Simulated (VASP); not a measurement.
Input of a VASP 6.6.1 run:

The input INCAR:

```
SYSTEM = AlNi
  ALGO = Fast
  EDIFF = 1E-7
  ENCUT = 520
  GGA = PS
  ISIF = 2
  ISMEAR = 0
  LASPH = .TRUE.
  LCHARG = .FALSE.
  LREAL = .FALSE.
  LWAVE = .FALSE.
  NBANDS = 14
  NELM = 80
  PREC = Accurate
  SIGMA = 0.15
```

The input KPOINTS:

```
k-points
0
G
  16 16 16
  0 0 0
```

File POSCAR:

```
AlNi
1.0
    1.9538327071     -1.9537807868      0.0000000000
    1.9538327071      1.9537807868      0.0000000000
    0.0000000000      0.0000000000      2.6394000000
Al Ni
1 1
Direct
    0.0000000000      0.0000000000      0.0000000000
    0.5000000000      0.5000000000      0.5000000000
```

Potentials or basis: VASP PAW PBE potentials, release 64 (Al, Ni).

Launch:

```console
$ cat potpaw_PBE.64/Al/POTCAR potpaw_PBE.64/Ni/POTCAR > POTCAR
$ mpirun -np 1 vasp_std > vasp.out
```

**Question.** Predict the pressure.

**Answer.** 36.6 GPa.

Stress tensor (GPa, compression positive):
```
34.34  0.00  0.00
 0.00 34.35  0.00
 0.00  0.00 41.23
```

Caveat: the PAW data sets were made with another functional, which shifts forces and pressure a little. Spin polarisation is off, so any magnetic state and its effect on volume and gap are missing.
